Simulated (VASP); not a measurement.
# Al8As6C (a cell with a defect) in VASP: notebook

The runs below take Al8As6C (a cell with a defect) through single point, with LDA, PBEsol, PBEsol+D3(BJ).

All numbers are computed with VASP 6.6.1; they aren't measurements. Logs are shortened: lines on timing, memory, paths and dates and some standing lists are left out, and cuts for length are marked.

### 1 The cell of the first run

The cell holds a defect, 15 atoms: a = 11.348 Å, b = 5.674 Å, c = 5.674 Å, α = 90.00°, β = 90.00°, γ = 90.00°.

### 2 Single point, LDA, collinear spin

The input, INCAR:

```
SYSTEM = Al8As6C
PREC = Accurate
ENCUT = 520
EDIFF = 1E-6
ISMEAR = -1
SIGMA = 0.05
LREAL = Auto
LASPH = .TRUE.
NELM = 200
ALGO = Normal
ISIF = 2
LWAVE = .FALSE.
LCHARG = .FALSE.
ISPIN = 2
MAGMOM = 0 0.429 0.429 0.429 0.429 0.429 0 0.429 0 0 0 0 0 0 0.429
LORBIT = 11
GGA = CA
NBANDS = 46
NELECT = 57.0
ISYM = -1
GGA_COMPAT = .FALSE.
```

The input, KPOINTS:

```
explicit points
1
Reciprocal
  0.25000000   0.25000000   0.25000000 1
```

The input, POSCAR:

```
Al8As6C
1.0
   11.3481970000      0.0000000000      0.0000000000
    0.0000000000      5.6740990000      0.0000000000
    0.0000000000      0.0000000000      5.6740990000
Al As C
8 6 1
Direct
    0.0035810000      0.0058470000      0.0109900000
    0.4993770000      0.9874660000      0.9958450000
    0.2555900000      0.4877080000      0.9882750000
    0.7418270000      0.4875470000      0.0114720000
    0.2444880000      0.9844450000      0.4894780000
    0.7520820000      0.0017540000      0.4997500000
    0.9949830000      0.4927740000      0.5249080000
    0.4999180000      0.4950360000      0.4872290000
    0.1246030000      0.2507960000      0.2562270000
    0.8717740000      0.7337540000      0.2397270000
    0.3826890000      0.2540460000      0.7690830000
    0.8746870000      0.2425650000      0.7397910000
    0.1315150000      0.7539550000      0.7433600000
    0.6275240000      0.7463490000      0.7261350000
    0.6243550000      0.2612830000      0.2358870000
```

Potentials or basis: VASP PAW LDA potentials, release 64 (Al, As, C).

Command:

```console
$ cat potpaw_LDA.64/Al/POTCAR potpaw_LDA.64/As/POTCAR potpaw_LDA.64/C/POTCAR > POTCAR
$ mpirun -np 1 vasp_std > vasp.out
```

OUTCAR:

```text
SYSTEM = Al8As6C
   PREC = Accurate
   ENCUT = 520
   EDIFF = 1E-6
   ISMEAR = -1
   LREAL = Auto
   LASPH = .TRUE.
   NELM = 200
   ISIF = 2
   ISPIN = 2
   LORBIT = 11
   GGA = CA
   NELECT = 57.0
   ISYM = -1

 ion  position               nearest neighbor table
   1  0.004  0.006  0.011-   9 2.40  10 2.51  12 2.51  13 2.54
   2  0.499  0.987  0.996-  11 2.39  15 2.51  14 2.52
   3  0.256  0.488  0.988-  11 2.32  13 2.49   9 2.52
   4  0.742  0.488  0.011-  15 2.25  10 2.41  14 2.54  12 2.57
   5  0.244  0.984  0.489-  13 2.33   9 2.43  11 2.70
   6  0.752  0.002  0.500-  12 2.38  14 2.40  10 2.52  15 2.55
   7  0.995  0.493  0.525-  12 2.32  13 2.48   9 2.52  10 2.54
   8  0.500  0.495  0.487-  15 2.41  14 2.44  11 2.49
   9  0.125  0.251  0.256-   1 2.40   5 2.43   3 2.52   7 2.52
  10  0.872  0.734  0.240-   4 2.41   1 2.51   6 2.52   7 2.54
  11  0.383  0.254  0.769-   3 2.32   2 2.39   8 2.49   5 2.70
  12  0.875  0.243  0.740-   7 2.32   6 2.38   1 2.51   4 2.57
  13  0.132  0.754  0.743-   5 2.33   7 2.48   3 2.49   1 2.54
  14  0.628  0.746  0.726-   6 2.40   8 2.44   2 2.52   4 2.54
  15  0.624  0.261  0.236-   4 2.25   8 2.41   2 2.51   6 2.55

IMPORTANT INFORMATION: All symmetrisations will be switched off!
NOSYMM: (Re-)initialisation of all symmetry stuff for point group C_1.

----------------------------------------------------------------------------------------

                                     Primitive cell

  volume of cell :     365.3597

  direct lattice vectors                    reciprocal lattice vectors
    11.348197000  0.000000000  0.000000000     0.088119725  0.000000000  0.000000000
     0.000000000  5.674099000  0.000000000     0.000000000  0.176239435  0.000000000
     0.000000000  0.000000000  5.674099000     0.000000000  0.000000000  0.176239435

  length of vectors
    11.348197000  5.674099000  5.674099000     0.088119725  0.176239435  0.176239435

  position of ions in fractional coordinates (direct lattice)
     0.003581000  0.005847000  0.010990000
     0.499377000  0.987466000  0.995845000
     0.255590000  0.487708000  0.988275000
     0.741827000  0.487547000  0.011472000
     0.244488000  0.984445000  0.489478000
     0.752082000  0.001754000  0.499750000
     0.994983000  0.492774000  0.524908000
     0.499918000  0.495036000  0.487229000
     0.124603000  0.250796000  0.256227000
     0.871774000  0.733754000  0.239727000
     0.382689000  0.254046000  0.769083000
[... 154 lines left out ...]

 k-point     1 :       0.2500    0.2500    0.2500
  band No.  band energies     occupation
      1      -8.3862      1.00000
      2      -7.9241      1.00000
      3      -7.5668      1.00000
      4      -7.4847      1.00000
      5      -7.2776      1.00000
      6      -7.1509      1.00000
[... 32 lines left out ...]
     39       6.4688      0.00000
     40       7.2906      0.00000
 [bands above 40 left out]

------------------------ aborting loop because EDIFF is reached ----------------------------------------

  FORCE on cell =-STRESS in cart. coord.  units (eV):
  Direction    XX          YY          ZZ          XY          YZ          ZX
  --------------------------------------------------------------------------------------
  -------------------------------------------------------------------------------------
  Total      -21.5103741    -19.1005123    -19.4204273      2.2995385     -5.9584410      0.0225373
  in kB      -94.3273994    -83.7596617    -85.1625544     10.0839475    -26.1289852      0.0988309
  external PRESSURE =     -87.7498718 kB  Pullay stress =       0.0000000 kB

 VOLUME and BASIS-vectors are now :
 -----------------------------------------------------------------------------
  energy-cutoff  :      520.00
  volume of cell :      365.36
      direct lattice vectors                 reciprocal lattice vectors
    11.348197000  0.000000000  0.000000000     0.088119725  0.000000000  0.000000000
     0.000000000  5.674099000  0.000000000     0.000000000  0.176239435  0.000000000
     0.000000000  0.000000000  5.674099000     0.000000000  0.000000000  0.176239435

 POSITION                                       TOTAL-FORCE (eV/Angst)
 -----------------------------------------------------------------------------------
      0.04064      0.03318      0.06236        -0.410357     -0.473078     -0.648583
      5.66703      5.60298      5.65052         1.830411      0.923324      1.383771
      2.90049      2.76730      5.60757        -0.891785      0.494670      0.614624
      8.41840      2.76639      0.06509        -0.967152     -1.604510      0.456801
      2.77450      5.58584      2.77735         0.962643      1.006069      0.055262
      8.53477      0.00995      2.83563        -0.563306      0.640907     -1.429020
     11.29126      2.79605      2.97838         0.577609      0.709932     -1.007135
      5.67317      2.80888      2.76459         1.368356     -1.310004     -1.363358
      1.41402      1.42304      1.45386         0.441310      0.545141     -0.012954
      9.89306      4.16339      1.36023         0.504311      0.571161      0.428196
      4.34283      1.44148      4.36385        -0.449806     -0.766537     -1.583255
      9.92612      1.37634      4.19765        -0.478103     -0.160896      1.414464
      1.49246      4.27802      4.21790        -0.487272     -0.714953      0.982969
      7.12127      4.23486      4.12016        -0.613966     -0.122092      0.707494
      7.08530      1.48255      1.33845        -0.822891      0.260867      0.000722
 -----------------------------------------------------------------------------------
    total drift:                               -0.005322      0.011254      0.014494

  FREE ENERGIE OF THE ION-ELECTRON SYSTEM (eV)
  ---------------------------------------------------
  free  energy   TOTEN  =       -77.3189997101 eV

  energy  without entropy=      -77.2787876699  energy(sigma->0) =      -77.29889369

 total charge

# of ion       s       p       d       tot
------------------------------------------
    1        0.408   0.349   0.000   0.757
    2        0.442   0.278   0.000   0.721
    3        0.421   0.327   0.000   0.748
    4        0.405   0.325   0.000   0.730
    5        0.426   0.316   0.000   0.742
    6        0.412   0.327   0.000   0.739
    7        0.408   0.364   0.000   0.772
    8        0.436   0.282   0.000   0.719
    9        1.208   1.638   0.025   2.871
   10        1.208   1.615   0.022   2.845
   11        1.214   1.636   0.026   2.875
   12        1.203   1.680   0.024   2.907
   13        1.207   1.647   0.026   2.879
   14        1.212   1.623   0.023   2.858
   15        0.876   1.216   0.000   2.092
--------------------------------------------------
tot         11.488  13.622   0.145  25.255

 magnetization (x)

# of ion       s       p       d       tot
------------------------------------------
    1        0.000   0.005   0.000   0.005
    2       -0.002   0.007   0.000   0.005
    3        0.001   0.004   0.000   0.004
    4        0.001   0.005   0.000   0.006
    5        0.001   0.007   0.000   0.008
    6        0.001   0.016   0.000   0.017
    7       -0.000   0.004   0.000   0.004
    8       -0.003   0.001   0.000  -0.003
    9       -0.000   0.004   0.000   0.005
   10       -0.000   0.025   0.001   0.025
   11       -0.001   0.004   0.000   0.004
   12       -0.000   0.017   0.001   0.017
   13        0.000   0.008   0.000   0.009
   14        0.001   0.050   0.000   0.051
   15        0.012   0.229   0.000   0.241
--------------------------------------------------
tot          0.010   0.384   0.002   0.396
```

OSZICAR:

```text
N       E                     dE             d eps       ncg     rms          rms(c)
DAV:   1     0.158060307693E+03    0.15806E+03   -0.19791E+04   184   0.972E+02
DAV:   2    -0.604714040545E+02   -0.21853E+03   -0.20648E+03   234   0.147E+02
DAV:   3    -0.813195727013E+02   -0.20848E+02   -0.20597E+02   224   0.446E+01
DAV:   4    -0.818424976014E+02   -0.52292E+00   -0.52163E+00   232   0.808E+00
DAV:   5    -0.818549897302E+02   -0.12492E-01   -0.12490E-01   256   0.125E+00    0.113E+01
DAV:   6    -0.781372692937E+02    0.37177E+01   -0.19740E+01   288   0.135E+01    0.707E+00
DAV:   7    -0.774606316567E+02    0.67664E+00   -0.75536E+00   224   0.628E+00    0.399E+00
DAV:   8    -0.773199363232E+02    0.14070E+00   -0.15723E+00   224   0.331E+00    0.180E+00
DAV:   9    -0.773325883483E+02   -0.12652E-01   -0.26811E-01   232   0.116E+00    0.102E+00
DAV:  10    -0.773177179544E+02    0.14870E-01   -0.79721E-02   232   0.844E-01    0.390E-01
DAV:  11    -0.773193556612E+02   -0.16377E-02   -0.25009E-02   216   0.413E-01    0.252E-01
DAV:  12    -0.773188550608E+02    0.50060E-03   -0.34841E-03   240   0.165E-01    0.130E-01
DAV:  13    -0.773189493140E+02   -0.94253E-04   -0.10349E-03   224   0.936E-02    0.646E-02
DAV:  14    -0.773189908783E+02   -0.41564E-04   -0.12332E-04   224   0.308E-02    0.253E-02
DAV:  15    -0.773189969887E+02   -0.61104E-05   -0.28324E-05   248   0.156E-02    0.139E-02
DAV:  16    -0.773189991570E+02   -0.21683E-05   -0.80853E-06   216   0.777E-03    0.665E-03
DAV:  17    -0.773189997101E+02   -0.55314E-06   -0.28378E-06   184   0.465E-03
   1 F= -.77319000E+02 E0= -.77298894E+02  d E =-.402120E-01  mag=     0.9432
```

Run time: 40 s. Hardware: 1 thread of AMD EPYC 9R45 (Zen 5), shared host; peak memory 0.29 GiB.

Results:

| Quantity | Value |
| --- | --- |
| Free energy | -77.3190 eV |
| Largest force | 2.473 eV/Å |
| Net moment | 0.94 μB per cell |
| Site moments | Al +0.01, +0.00, +0.02, -0.00 (each value once); As +0.01, +0.03, +0.00, +0.02, +0.05 (each value once); C +0.24 μB |
| Valence electrons inside the program's atomic spheres | Al 0.76, 0.72, 0.75, 0.73, 0.74, 0.77 (each value once); As 2.87, 2.85, 2.88, 2.91, 2.86 (each value once); C 2.09 |

Forces on the atoms (eV/Å):
```
Al  -0.410 -0.473 -0.649
Al   1.830  0.923  1.384
Al  -0.892  0.495  0.615
Al  -0.967 -1.605  0.457
Al   0.963  1.006  0.055
Al  -0.563  0.641 -1.429
Al   0.578  0.710 -1.007
Al   1.368 -1.310 -1.363
As   0.441  0.545 -0.013
As   0.504  0.571  0.428
As  -0.450 -0.767 -1.583
As  -0.478 -0.161  1.414
As  -0.487 -0.715  0.983
As  -0.614 -0.122  0.707
C   -0.823  0.261  0.001
```

Levels at points of the mesh, in eV from the Fermi level:
Spin up:
| k point | band 25 | band 26 | band 27 | band 28 | band 29 | band 30 | band 31 | band 32 | band 33 | band 34 |
| --- | --- | --- | --- | --- | --- | --- | --- | --- | --- | --- |
| (0.25, 0.25, 0.25) | -1.10 | -0.94 | -0.64 | -0.37 | -0.18 | 0.84 | 1.50 | 2.15 | 2.37 | 2.63 |
Spin down:
```csv
k point,band 26,band 27,band 28,band 29,band 30,band 31
"(0.25, 0.25, 0.25)",-0.81,-0.50,-0.12,0.10,0.90,1.57
```

Caveat: the cell carries a net charge on a neutralising background, which shifts energy and pressure; the cell is charged against a uniform background, so pressure and absolute levels hang on convention.

### 3 Single point, PBEsol, collinear spin

The input, INCAR:

```
SYSTEM = Al8As6C
ALGO     = Normal         ! electronic algorithm
EDIFF    = 1E-6           ! SCF threshold, eV
ENCUT    = 520            ! plane-wave cutoff, eV
GGA      = PS             ! functional
GGA_COMPAT= .FALSE.      
ISIF     = 2              ! what is computed and relaxed
ISMEAR   = -1             ! smearing method
ISPIN    = 2              ! spin polarisation
ISYM     = -1           
LASPH    = .TRUE.         ! aspherical terms in the spheres
LCHARG   = .FALSE.        ! write CHGCAR
LORBIT   = 11             ! projections on sites
LREAL    = Auto         
LWAVE    = .FALSE.        ! write WAVECAR
MAGMOM   = 0 0.429 0.429 0.429 0.429 0.429 0 0.429 0 0 0 0 0 0 0.429 ! initial moments
NBANDS   = 46             ! bands
NELECT   = 57.0         
NELM     = 200            ! most SCF steps
PREC     = Accurate       ! precision mode
SIGMA    = 0.05           ! smearing width, eV
```

KPOINTS is that of step 2.

POSCAR is that of step 2.

Potentials or basis: VASP PAW PBE potentials, release 64 (Al, As, C).

Command:

```console
$ cat potpaw_PBE.64/Al/POTCAR potpaw_PBE.64/As/POTCAR potpaw_PBE.64/C/POTCAR > POTCAR
$ mpirun -np 1 vasp_std > vasp.out
```

Wall time 59 s (1 thread of AMD EPYC 9R45 (Zen 5), shared host); peak memory 0.44 GiB.

Results (log left out):

* Free energy: -74.3177 eV
* Largest force: 2.454 eV/Å
* Net moment: 0.98 μB per cell
* Site moments: Al +0.01, +0.00, +0.02, -0.01 (each value once); As +0.00, +0.02, +0.01, +0.06 (each value once); C +0.27 μB
* Valence electrons inside the program's atomic spheres: Al 0.74, 0.70, 0.73, 0.71, 0.72, 0.76 (each value once); As 2.86, 2.83, 2.90, 2.87, 2.85 (each value once); C 2.09

Forces in eV/Å, atoms in the order of the input:
```
Al  -0.418 -0.510 -0.654
Al   1.755  0.801  1.517
Al  -0.837  0.618  0.733
Al  -0.922 -1.609  0.459
Al   1.109  0.937 -0.034
Al  -0.481  0.573 -1.427
Al   0.603  0.752 -1.026
Al   1.236 -1.243 -1.465
As   0.465  0.600  0.003
As   0.517  0.599  0.419
As  -0.463 -0.800 -1.644
As  -0.514 -0.159  1.444
As  -0.496 -0.720  1.024
As  -0.616 -0.113  0.719
C   -0.939  0.274 -0.070
```

Levels at points of the mesh, in eV from the Fermi level:
Spin up:
```tsv
k point	band 27	band 28	band 29	band 30	band 31	band 32
(0.25, 0.25, 0.25)	-0.71	-0.49	-0.23	0.85	1.50	2.12
```
Spin down:
```csv
k point,band 24,band 25,band 26,band 27,band 28,band 29,band 30,band 31,band 32,band 33
"(0.25, 0.25, 0.25)",-1.34,-1.05,-0.85,-0.55,-0.15,0.14,0.92,1.58,2.18,2.39
```

Caveat: the cell carries a net charge on a neutralising background, which shifts energy and pressure; the cell is charged against a uniform background, so pressure and absolute levels hang on convention; the PAW data sets were made with another functional, which shifts forces and pressure a little.

### 4 Single point, PBEsol+D3(BJ), collinear spin

The input, INCAR:

```
PREC = Accurate
ENCUT = 520
EDIFF = 1E-6
ISMEAR = -1
SIGMA = 0.05
LREAL = Auto
LASPH = True
NELM = 200
ALGO = Normal
ISIF = 2
LWAVE = False
LCHARG = False
ISPIN = 2
MAGMOM = 0 0.429 0.429 0.429 0.429 0.429 0 0.429 0 0 0 0 0 0 0.429
LORBIT = 11
GGA = PS
IVDW = 12
NBANDS = 46
NELECT = 57.0
ISYM = -1
GGA_COMPAT = False
```

KPOINTS is that of step 3.

POSCAR is that of step 3.

Command:

```console
$ cat potpaw_PBE.64/Al/POTCAR potpaw_PBE.64/As/POTCAR potpaw_PBE.64/C/POTCAR > POTCAR
$ mpirun -np 1 vasp_std > vasp.out
```

Wall time 58 s (1 thread of AMD EPYC 9R45 (Zen 5), shared host); peak memory 0.44 GiB.

The run converged. Its results:

- Free energy: -77.9270 eV
- Largest force: 2.311 eV/Å
- Net moment: 0.98 μB per cell
- Site moments: Al +0.01, +0.00, +0.02, -0.01 (each value once); As +0.00, +0.02, +0.01, +0.06 (each value once); C +0.27 μB
- Valence electrons inside the program's atomic spheres: Al 0.74, 0.70, 0.73, 0.71, 0.72, 0.76 (each value once); As 2.86, 2.83, 2.90, 2.87, 2.85 (each value once); C 2.09
- Dispersion energy per atom: -0.241 eV

Forces on the atoms (eV/Å):
```
Al  -0.422 -0.511 -0.653
Al   1.659  0.706  1.447
Al  -0.852  0.621  0.738
Al  -0.888 -1.594  0.445
Al   1.095  0.933 -0.039
Al  -0.441  0.548 -1.404
Al   0.600  0.752 -1.028
Al   1.192 -1.197 -1.424
As   0.457  0.599  0.002
As   0.520  0.600  0.418
As  -0.471 -0.797 -1.644
As  -0.511 -0.158  1.445
As  -0.505 -0.721  1.024
As  -0.596 -0.119  0.710
C   -0.837  0.339 -0.039
```

Levels at points of the mesh, in eV from the Fermi level:
Spin up:
```csv
k point,band 25,band 26,band 27,band 28,band 29,band 30,band 31,band 32,band 33,band 34
"(0.25, 0.25, 0.25)",-1.16,-1.01,-0.71,-0.49,-0.23,0.85,1.50,2.12,2.35,2.62
```
Spin down:
| k point | band 25 | band 26 | band 27 | band 28 | band 29 | band 30 | band 31 | band 32 |
| --- | --- | --- | --- | --- | --- | --- | --- | --- |
| (0.25, 0.25, 0.25) | -1.05 | -0.85 | -0.55 | -0.15 | 0.14 | 0.92 | 1.58 | 2.18 |

Caveat: the cell carries a net charge on a neutralising background, which shifts energy and pressure; the cell is charged against a uniform background, so pressure and absolute levels hang on convention; three body term missing; the PAW data sets were made with another functional, which shifts forces and pressure a little.
